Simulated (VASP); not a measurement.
# Cd (P6_3/mmc) in VASP: further runs, part 2 of 2

VASP 6.6.1. The steps go on from the part before.

## 4. Single point, PBE

This run uses another cell than the first one, of the same volume but with other edges.

Input file INCAR:

```
SYSTEM = Cd
PREC = Accurate
ENCUT = 520
EDIFF = 1E-6
ISMEAR = 0
SIGMA = 0.15
LREAL = .False.
LASPH = .True.
NELM = 100
ALGO = Fast
ISIF = 2
LWAVE = .False.
LCHARG = .False.
GGA = PE
NBANDS = 19
```

Input file KPOINTS:

```
regular mesh
0
Gamma
  24 24 10
  0 0 0
```

Input file POSCAR:

```
Cd
1.0
    3.0628282248      0.0000000000      0.0000000000
   -1.5314141124      2.6524870501      0.0000000000
    0.0000000000      0.0000000000      5.3138981866
Cd
2
Direct
    0.3333333333      0.6666666667      0.2500000000
    0.6666666667      0.3333333333      0.7500000000
```

Potentials or basis: VASP PAW PBE potentials, release 64 (Cd).

Command:

```
> cat potpaw_PBE.64/Cd/POTCAR > POTCAR
> mpirun -np 1 vasp_std > vasp.out
```

OUTCAR:

```text
SYSTEM = Cd
   PREC = Accurate
   ENCUT = 520
   EDIFF = 1E-6
   ISMEAR = 0
   LREAL = .False.
   LASPH = .True.
   NELM = 100
   ISIF = 2
   GGA = PE

 ion  position               nearest neighbor table
   1  0.333  0.667  0.250-   2 3.19   2 3.19   2 3.19   2 3.19   2 3.19   2 3.19
   2  0.667  0.333  0.750-   1 3.19   1 3.19   1 3.19   1 3.19   1 3.19   1 3.19

  LATTYP: Found a hexagonal cell.
 ALAT       =     3.0628282248
 C/A-ratio  =     1.7349644827

  Lattice vectors:

 A1 = (   3.0628282248,   0.0000000000,   0.0000000000)
 A2 = (  -1.5314141124,   2.6524870501,   0.0000000000)
 A3 = (   0.0000000000,   0.0000000000,   5.3138981866)

Analysis of symmetry for initial positions (statically):
=====================================================================
 Subroutine PRICEL returns:
 Original cell was already a primitive cell.

 Routine SETGRP: Setting up the symmetry group for a
 hexagonal supercell.

 Subroutine GETGRP returns: Found 24 space group operations
 (whereof 12 operations were pure point group operations)
 out of a pool of 24 trial point group operations.

The static configuration has the point symmetry D_3d.
[... 162 lines left out ...]

  energy without entropy =       -1.45922886  energy(sigma->0) =       -1.46303036

 E-fermi :   3.0387     XC(G=0): -11.0469

 val. band max:        3.0375996361   @ k =   0.4167   0.1250   0.4000
 cond. band min:       3.0457242689   @ k =   0.3333   0.2083   0.1000
 fundamental gap:      0.0081246328
 Fermi energy:         3.0386908632

 k-point     1 :       0.0000    0.0000    0.0000
  band No.  band energies     occupation
      1      -6.8087      2.00000
      2      -6.4078      2.00000
      3      -6.2282      2.00000
      4      -6.2282      2.00000
      5      -6.1529      2.00000
      6      -6.1529      2.00000
[... 505 lines left out ...]
      6      -5.9583      2.00000
[... 11 lines left out ...]
     18      15.1667      0.00000
     19      15.3128      0.00000

 [... further k-points ...]

------------------------ aborting loop because EDIFF is reached ----------------------------------------

  FORCE on cell =-STRESS in cart. coord.  units (eV):
  Direction    XX          YY          ZZ          XY          YZ          ZX
  --------------------------------------------------------------------------------------
  -------------------------------------------------------------------------------------
  Total        0.6414648      0.6414648      0.8176166      0.0000000     -0.0000000      0.0000000
  in kB       23.8064308     23.8064308     30.3438838      0.0000000     -0.0000000      0.0000000
  external PRESSURE =      25.9855818 kB  Pullay stress =       0.0000000 kB

 VOLUME and BASIS-vectors are now :
 -----------------------------------------------------------------------------
  energy-cutoff  :      520.00
  volume of cell :       43.17
      direct lattice vectors                 reciprocal lattice vectors
     3.062828225  0.000000000  0.000000000     0.326495620  0.188502334  0.000000000
    -1.531414112  2.652487050  0.000000000     0.000000000  0.377004668  0.000000000
     0.000000000  0.000000000  5.313898187     0.000000000  0.000000000  0.188185766

 POSITION                                       TOTAL-FORCE (eV/Angst)
 -----------------------------------------------------------------------------------
     -0.00000      1.76832      1.32847        -0.000000      0.000000      0.000000
      1.53141      0.88416      3.98542         0.000000     -0.000000      0.000000
 -----------------------------------------------------------------------------------
    total drift:                                0.000000     -0.000000      0.000000

  FREE ENERGIE OF THE ION-ELECTRON SYSTEM (eV)
  ---------------------------------------------------
  free  energy   TOTEN  =        -1.4668318552 eV

  energy  without entropy=       -1.4592288558  energy(sigma->0) =       -1.46303036
```

stdout:

```text
POSCAR found type information on POSCAR Cd
 POSCAR found :  1 types and       2 ions
 scaLAPACK will be used
 LDA part: xc-table for (Slater+PW92), standard interpolation
 POSCAR, INCAR and KPOINTS ok, starting setup
 FFT: planning ... GRIDC
 FFT: planning ... GRID_SOFT
 FFT: planning ... GRID
 WAVECAR not read
 entering main loop
```

Run time: 3.1 min. Hardware: 1 thread of AMD EPYC 9755, shared host; peak memory 0.31 GiB.

Results:

* Free energy: -1.4668 eV
* Pressure: 2.6 GPa
* Band gap on the k mesh: zero (bands 12 and 13 overlap by 3.62 eV)

## 5. Single point, PBE

This run uses another cell than the first one, of the same volume but with other edges.

Input file INCAR:

```
PREC = Accurate ; ENCUT = 520
EDIFF = 1E-6 ; ISMEAR = 0
SIGMA = 0.15 ; LREAL = F
LASPH = T ; NELM = 80
ALGO = Fast ; ISIF = 2
LWAVE = F ; LCHARG = F
GGA = PE ; NBANDS = 19
```

Input file KPOINTS:

```
regular mesh
0
Gamma
  24 24 10
```

Input file POSCAR:

```
Cd
1.0
    2.8857210979      0.0000000000      0.0000000000
   -1.4428605489      2.4991077790      0.0000000000
    0.0000000000      0.0000000000      5.9861804054
Cd
2
Direct
    0.3333333333      0.6666666667      0.2500000000
    0.6666666667      0.3333333333      0.7500000000
```

Potentials or basis: VASP PAW PBE potentials, release 64 (Cd).

Command:

```
> cat potpaw_PBE.64/Cd/POTCAR > POTCAR
> mpirun -np 1 vasp_std > vasp.out
```

OUTCAR:

```text
PREC = Accurate
   ENCUT = 520
   EDIFF = 1E-6
   ISMEAR = 0
   LREAL = F
   LASPH = T
   NELM = 80
   ISIF = 2
   GGA = PE

 ion  position               nearest neighbor table
   1  0.333  0.667  0.250-   2 3.43   2 3.43   2 3.43   2 3.43   2 3.43   2 3.43
   2  0.667  0.333  0.750-   1 3.43   1 3.43   1 3.43   1 3.43   1 3.43   1 3.43

  LATTYP: Found a hexagonal cell.
 ALAT       =     2.8857210979
 C/A-ratio  =     2.0744140554

  Lattice vectors:

 A1 = (   2.8857210979,   0.0000000000,   0.0000000000)
 A2 = (  -1.4428605489,   2.4991077790,   0.0000000000)
 A3 = (   0.0000000000,   0.0000000000,   5.9861804054)

Analysis of symmetry for initial positions (statically):
=====================================================================
 Subroutine PRICEL returns:
 Original cell was already a primitive cell.

 Routine SETGRP: Setting up the symmetry group for a
 hexagonal supercell.

[... 164 lines left out ...]
  ext. energy  EPLUGINS =         0.00000000
  ---------------------------------------------------
  free energy    TOTEN  =        -1.40888477 eV

  energy without entropy =       -1.40252874  energy(sigma->0) =       -1.40570676

 E-fermi :   2.9484     XC(G=0): -10.9999

 val. band max:        2.9410247201   @ k =   0.3750   0.2500   0.2000
 cond. band min:       2.9530758723   @ k =   0.3750   0.1250   0.1000
 fundamental gap:      0.0120511522
 Fermi energy:         2.9483571176

 k-point     1 :       0.0000    0.0000    0.0000
  band No.  band energies     occupation
      1      -7.1224      2.00000
      2      -6.9732      2.00000
      3      -6.3877      2.00000
      4      -6.3877      2.00000
      5      -6.3574      2.00000
      6      -6.3574      2.00000
[... 505 lines left out ...]
      6      -5.9018      2.00000
[... 11 lines left out ...]
     18      15.8020      0.00000
     19      16.8896      0.00000

 [... further k-points ...]

------------------------ aborting loop because EDIFF is reached ----------------------------------------

  FORCE on cell =-STRESS in cart. coord.  units (eV):
  Direction    XX          YY          ZZ          XY          YZ          ZX
  --------------------------------------------------------------------------------------
  -------------------------------------------------------------------------------------
  Total        2.1096348      2.1096348      0.3589396      0.0000000      0.0000000      0.0000000
  in kB       78.2940421     78.2940421     13.3211847      0.0000000      0.0000000      0.0000000
  external PRESSURE =      56.6364230 kB  Pullay stress =       0.0000000 kB

 VOLUME and BASIS-vectors are now :
 -----------------------------------------------------------------------------
  energy-cutoff  :      520.00
  volume of cell :       43.17
      direct lattice vectors                 reciprocal lattice vectors
     2.885721098  0.000000000  0.000000000     0.346533835  0.200071403  0.000000000
    -1.442860549  2.499107779  0.000000000     0.000000000  0.400142806  0.000000000
     0.000000000  0.000000000  5.986180405     0.000000000  0.000000000  0.167051431

 POSITION                                       TOTAL-FORCE (eV/Angst)
 -----------------------------------------------------------------------------------
     -0.00000      1.66607      1.49655         0.000000      0.000000      0.000000
      1.44286      0.83304      4.48964        -0.000000     -0.000000      0.000000
 -----------------------------------------------------------------------------------
    total drift:                               -0.000000      0.000000      0.000000

  FREE ENERGIE OF THE ION-ELECTRON SYSTEM (eV)
  ---------------------------------------------------
  free  energy   TOTEN  =        -1.4088847665 eV

  energy  without entropy=       -1.4025287444  energy(sigma->0) =       -1.40570676
```

Run time: 4 min. Hardware: 1 thread of AMD EPYC 9755, shared host; peak memory 0.32 GiB.

Results:

- Free energy: -1.4089 eV
- Pressure: 5.7 GPa
- Band gap on the k mesh: zero (bands 12 and 13 overlap by 5.09 eV)

Stress tensor (GPa, compression positive):
```
7.83 0.00 0.00
0.00 7.83 0.00
0.00 0.00 1.33
```

Levels at points of the mesh, in eV from the Fermi level:
| k point | band 8 | band 9 | band 10 | band 11 | band 12 | band 13 | band 14 | band 15 | band 16 | band 17 |
| --- | --- | --- | --- | --- | --- | --- | --- | --- | --- | --- |
| (0.00, 0.00, 0.00) | -8.63 | -8.63 | -8.48 | -8.48 | -3.97 | -3.28 | 8.23 | 12.70 | 15.37 | 16.41 |
| (0.50, 0.00, 0.00) | -8.51 | -8.09 | -8.08 | -2.04 | -1.38 | 1.65 | 2.95 | 3.13 | 5.18 | 9.57 |
| (0.00, 0.00, 0.50) | -8.55 | -8.55 | -8.55 | -7.46 | -7.46 | 2.33 | 2.33 | 15.66 | 15.66 | 17.40 |
| (0.50, 0.00, 0.50) | -8.53 | -8.09 | -8.09 | -1.39 | -1.39 | 0.50 | 0.50 | 7.26 | 7.26 | 10.93 |

Caveat: the stress differs along the axes, from 1 to 8 GPa.

## 6. Summary

```tsv
cell	gap on the mesh (eV)	pressure (GPa)
a = 3.145, b = 3.145, c = 5.041 Å, angles 90.0, 90.0, 120.0°, 2 atoms	none	2.6
a = 2.803, b = 2.803, c = 6.344 Å, angles 90.0, 90.0, 120.0°, 2 atoms	none	9.4
a = 3.063, b = 3.063, c = 5.314 Å, angles 90.0, 90.0, 120.0°, 2 atoms	none	2.6
a = 2.886, b = 2.886, c = 5.986 Å, angles 90.0, 90.0, 120.0°, 2 atoms	none	5.7
```

Alike in all rows: task single point; level PBE; potentials or basis VASP PAW PBE potentials, release 64 (Cd); no spin polarisation; k mesh 24 × 24 × 10; cutoff (eV) 520; smearing gaussian 0.15 eV.

Caveats: the stress differs along the axes, from 0 to 14 GPa (at least some runs); the stress differs along the axes, from 1 to 8 GPa (at least some runs).

Total energies depend on the potentials used, so only differences within one code and one set of settings carry meaning.

The gap in the log of VASP goes by the Fermi energy; the results here count the filled bands.